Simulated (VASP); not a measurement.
# In (P6_3/mmc) in VASP: notebook, part 2 of 2

VASP 6.6.1. The steps go on from the part before.

### Step 5. Relaxation of cell and atoms, BLYP+D3(BJ)

This run uses another cell than the first one, of 26.54 Å³/atom.

Input file INCAR:

```
PREC = Accurate
ENCUT = 600
EDIFF = 1E-6
ISMEAR = -1
SIGMA = 0.05
LREAL = False
LASPH = True
NELM = 100
ALGO = Normal
ISIF = 3
LWAVE = False
LCHARG = False
GGA = B5
ALDAX = 1.0
AGGAX = 1.0
AGGAC = 1.0
ALDAC = 0.0
IVDW = 12
VDW_S6 = 1.0
VDW_S8 = 2.6996
VDW_A1 = 0.4298
VDW_A2 = 4.2359
IBRION = 2
NSW = 60
EDIFFG = -0.01
```

Input file KPOINTS:

```
regular mesh
0
Gamma
  9 9 5
```

Input file POSCAR:

```
In
1.0
    3.3354847820      0.0000000000      0.0000000000
   -1.6677423910      2.8886145552      0.0000000000
    0.0000000000      0.0000000000      5.5091429200
In
2
Direct
    0.6666666667      0.3333333333      0.7500000000
    0.3333333333      0.6666666667      0.2500000000
```

Potentials or basis: VASP PAW PBE potentials, release 64 (In_d).

Command:

```bash
$ cat potpaw_PBE.64/In_d/POTCAR > POTCAR
$ mpirun -np 1 vasp_std > vasp.out
```

OUTCAR:

```text
PREC = Accurate
   ENCUT = 600
   EDIFF = 1E-6
   ISMEAR = -1
   LREAL = False
   LASPH = True
   NELM = 100
   ISIF = 3
   GGA = B5
   IVDW = 12
   IBRION = 2
   NSW = 60
   EDIFFG = -0.01
 IVDW          = 12

 ion  position               nearest neighbor table
   1  0.667  0.333  0.750-   2 3.36   2 3.36   2 3.36   2 3.36   2 3.36   2 3.36
   2  0.333  0.667  0.250-   1 3.36   1 3.36   1 3.36   1 3.36   1 3.36   1 3.36

  LATTYP: Found a hexagonal cell.
 ALAT       =     3.3354847820
 C/A-ratio  =     1.6516768266

  Lattice vectors:

 A1 = (   3.3354847820,   0.0000000000,   0.0000000000)
 A2 = (  -1.6677423910,   2.8886145552,   0.0000000000)
 A3 = (   0.0000000000,   0.0000000000,   5.5091429200)

Analysis of symmetry for initial positions (statically):
=====================================================================
 Subroutine PRICEL returns:
 Original cell was already a primitive cell.
[... 373 lines left out ...]
--------------------------------------- Ionic step       15  -------------------------------------------

 number of electron      25.9999992 magnetization

 Free energy of the ion-electron system (eV)
  ---------------------------------------------------
  ext. energy  EPLUGINS =         0.00000000
  ---------------------------------------------------
  free energy    TOTEN  =        -3.61374893 eV

  energy without entropy =       -3.60772558  energy(sigma->0) =       -3.61073726

 E-fermi :   7.6497     XC(G=0):  -9.4880

 val. band max:        7.6301540841   @ k =   0.3333   0.0000   0.0000
 cond. band min:       7.8207410640   @ k =   0.2222   0.2222   0.2000
 fundamental gap:      0.1905869800
 Fermi energy:         7.6497356198

 k-point     1 :       0.0000    0.0000    0.0000
  band No.  band energies     occupation
      1      -7.1567      2.00000
      2      -7.1528      2.00000
      3      -7.0825      2.00000
      4      -7.0825      2.00000
      5      -7.0651      2.00000
      6      -7.0651      2.00000
[... 457 lines left out ...]
      4      -6.9657      2.00000
      5      -6.9657      2.00000
      6      -6.9624      2.00000
[... 9 lines left out ...]
     16       8.8273      0.00000
     17      11.7162      0.00000

 [... further k-points ...]

------------------------ aborting loop because EDIFF is reached ----------------------------------------

 Edisp (eV)   -1.57968

 E8    (eV) :    -1.2333
[... 25 lines left out ...]
  FREE ENERGIE OF THE ION-ELECTRON SYSTEM (eV)
  ---------------------------------------------------
  free  energy   TOTEN  =        -5.1934257782 eV

  energy  without entropy=       -5.1874024203  energy(sigma->0) =       -5.19041410

 reached required accuracy - stopping structural energy minimisation
```

It took 8.4 min on 1 thread of AMD EPYC 7R43 (Zen 3), shared host; peak memory 0.18 GiB.

What came out:

```yaml
Free_energy: -5.1934 eV
Relaxed_volume: 27.14 Å³/atom
Relaxed_cell: a = 3.272 Å, b = 3.272 Å, c = 5.855 Å, α = 90.00°, β = 90.00°, γ = 120.00°
Space_group_after_relaxing_to_0.1_Å: P6_3/mmc (No. 194)
Energy_gained_by_relaxing: 9.1 meV/atom
Ionic_steps: 15
Pressure_after_relaxing: 0.0 GPa
Band_gap_on_the_k_mesh: zero (bands 13 and 14 overlap by 3.57 eV)
Dispersion_energy_per_atom: -0.790 eV
```

Step by step:
```tsv
step	energy change (eV)	largest force (eV/Å)	pressure (GPa)	volume (Å³)
1	0.0000	0.0000	0.80	53.08
2	-0.0040	0.0000	0.19	54.10
3	-0.0045	0.0000	-0.07	54.54
4	-0.0045	0.0000	-0.12	54.64
5	-0.0062	0.0000	-0.18	54.74
6	-0.0115	0.0000	-0.35	55.02
7	-0.0147	0.0000	-0.70	55.50
8	-0.0152	0.0000	-0.61	55.25
9	-0.0158	0.0000	-0.65	55.42
10	-0.0159	0.0000	-0.63	55.35
11	-0.0173	0.0000	-0.45	55.00
12	-0.0174	0.0000	-0.23	54.78
13	-0.0174	0.0000	-0.33	54.84
14	-0.0180	0.0000	-0.23	54.64
15	-0.0183	0.0000	0.00	54.28
```

Final structure:
```
In
1.0
     3.27169    0.00000    0.00000
    -1.63585    2.83337    0.00000
     0.00000    0.00000    5.85525
In
2
Direct
  0.66667 0.33333 0.75000
  0.33333 0.66667 0.25000
```

Caveat: the PAW data sets were made with another functional, which shifts forces and pressure a little; spin-orbit coupling is left out, which moves the levels of the heavy elements.

### Step 6. Single point, PBE0

This run uses another cell than the first one, of 26.54 Å³/atom.

POSCAR is that of step 5.

Input file INCAR.step1:

```
SYSTEM = In
ALGO     = Normal         ! electronic algorithm
EDIFF    = 1E-5           ! SCF threshold, eV
ENCUT    = 520            ! plane-wave cutoff, eV
GGA      = PE             ! functional
ISIF     = 2              ! what is computed and relaxed
ISMEAR   = -1             ! smearing method
LASPH    = .True.         ! aspherical terms in the spheres
LREAL    = .False.        ! projectors in reciprocal space
LWAVE    = .True.         ! write WAVECAR
NBANDS   = 20             ! bands
NELM     = 80             ! most SCF steps
PREC     = Accurate       ! precision mode
SIGMA    = 0.05           ! smearing width, eV
```

Input file INCAR.step2:

```
SYSTEM = In
AEXX     = 0.25           ! exact-exchange fraction
ALGO     = Normal         ! electronic algorithm
EDIFF    = 1E-6           ! SCF threshold, eV
ENCUT    = 520            ! plane-wave cutoff, eV
GGA      = PE             ! functional
ISIF     = 2              ! what is computed and relaxed
ISMEAR   = -1             ! smearing method
ISTART   = 1            
LASPH    = .True.         ! aspherical terms in the spheres
LCHARG   = .True.         ! write CHGCAR
LELF     = .True.         ! ELF
LHFCALC  = .True.         ! exact exchange
LREAL    = .False.        ! projectors in reciprocal space
LVHAR    = .True.       
LWAVE    = .False.        ! write WAVECAR
NBANDS   = 20             ! bands
NELM     = 80             ! most SCF steps
PREC     = Accurate       ! precision mode
PRECFOCK = Normal       
SIGMA    = 0.05           ! smearing width, eV
```

Input file KPOINTS:

```
k-points
0
Gamma
  5 5 3
  0 0 0
```

Potentials or basis: VASP PAW PBE potentials, release 64 (In_d).

Command:

```bash
$ cat potpaw_PBE.64/In_d/POTCAR > POTCAR
$ cp INCAR.step1 INCAR
$ mpirun -np 1 vasp_std > vasp.out
$ cp INCAR.step2 INCAR
$ mpirun -np 1 vasp_std > vasp.out
```

Wall time 15 min (1 thread of Intel Xeon Platinum 8488C (Sapphire Rapids), shared host); peak memory 0.18 GiB.

The run converged. Its results:

```
Free energy            : -6.4604 eV
Pressure               : -0.2 GPa
Band gap on the k mesh : zero (bands 13 and 14 overlap by 3.12 eV)
```

Stress tensor (GPa, compression positive):
```
-0.39  0.00  0.00
 0.00 -0.39  0.00
 0.00  0.00  0.16
```

Levels at points of the mesh, in eV from the Fermi level:
| k point | band 10 | band 11 | band 12 | band 13 | band 14 | band 15 | band 16 | band 17 |
| --- | --- | --- | --- | --- | --- | --- | --- | --- |
| (0.00, 0.00, 0.00) | -16.90 | -11.26 | -5.42 | -4.29 | 9.52 | 9.52 | 11.35 | 11.35 |

Caveat: the k points lie up to 0.44 Å⁻¹ apart, too coarse for converged energies and pressures of a metal; the PAW data sets were made with another functional, which shifts forces and pressure a little; spin-orbit coupling is left out, which moves the levels of the heavy elements.

### Step 7. The runs side by side

| task | level | cell | k mesh | cutoff (eV) | grid for exact exchange (PRECFOCK) | share of exact exchange | gap on the mesh (eV) | pressure (GPa) | relaxed volume (Å³/atom) |
| --- | --- | --- | --- | --- | --- | --- | --- | --- | --- |
| single point | revPBE+D3(BJ) | a = 3.316, b = 3.316, c = 5.409 Å, angles 90.0, 90.0, 120.0°, 2 atoms | 9 × 9 × 5 | 520 | - | - | none | 0.0 | - |
| single point | BLYP+D3(BJ) | a = 3.268, b = 3.268, c = 5.861 Å, angles 90.0, 90.0, 120.0°, 2 atoms | 9 × 9 × 5 | 520 | - | - | none | 0.0 | - |
| relaxation of cell and atoms | revPBE+D3(BJ) | relaxed from a = 3.335, b = 3.335, c = 5.509 Å, angles 90.0, 90.0, 120.0°, 2 atoms | 9 × 9 × 5 | 600 | - | - | none | -0.1 | 25.80 |
| relaxation of cell and atoms | BLYP+D3(BJ) | relaxed from a = 3.335, b = 3.335, c = 5.509 Å, angles 90.0, 90.0, 120.0°, 2 atoms | 9 × 9 × 5 | 600 | - | - | none | 0.0 | 27.14 |
| single point | PBE0 | a = 3.335, b = 3.335, c = 5.509 Å, angles 90.0, 90.0, 120.0°, 2 atoms | 5 × 5 × 3 | 520 | Normal | 0.25 | none | -0.2 | - |

Alike in all rows: potentials or basis VASP PAW PBE potentials, release 64 (In_d); no spin polarisation; smearing fermi-dirac 0.05 eV.

Caveats: some runs use coarse meshes; the PAW data sets were made with another functional, which shifts forces and pressure a little; spin-orbit coupling is left out, which moves the levels of the heavy elements.

Absolute energies hang on the potentials; compare differences alone.
